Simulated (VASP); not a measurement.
Input of a VASP 6.6.1 run:

INCAR

```
SYSTEM = Si3Ge
PREC = Accurate ; ENCUT = 500
EDIFF = 1E-6 ; ISMEAR = 0
SIGMA = 0.1 ; LREAL = .False.
LASPH = .True. ; NELM = 120
ALGO = Normal ; ISIF = 2
LWAVE = .False. ; LCHARG = .True.
GGA = PE ; LELF = .True.
LVHAR = .True. ; NBANDS = 21
GGA_COMPAT = .False.
```

File KPOINTS:

```
regular mesh
0
Gamma
  18 18 6
  0 0 0
```

File POSCAR:

```
Si3Ge
1.0
    2.7103620577      0.0000000000      0.0000000000
   -1.3551810288      2.3472423954      0.0000000000
    0.0000000000      0.0000000000     10.1507152904
Si Ge
3 1
Direct
    0.0000000000      0.0000000000      0.0000000000
    0.0000000000      0.0000000000      0.2443051364
    0.0000000000      0.0000000000      0.7556948636
    0.0000000000      0.0000000000      0.5000000000
```

Potentials or basis: VASP PAW PBE potentials, release 64 (Si, Ge_d).

Launch:

```bash
$ cat potpaw_PBE.64/Si/POTCAR potpaw_PBE.64/Ge_d/POTCAR > POTCAR
$ mpirun -np 1 vasp_std > vasp.out
```

(1) Predict the band gap on the k mesh.

(2) Predict the pressure.

## Answers

(1) zero (bands 13 and 14 overlap by 10.39 eV).

(2) -0.1 GPa.
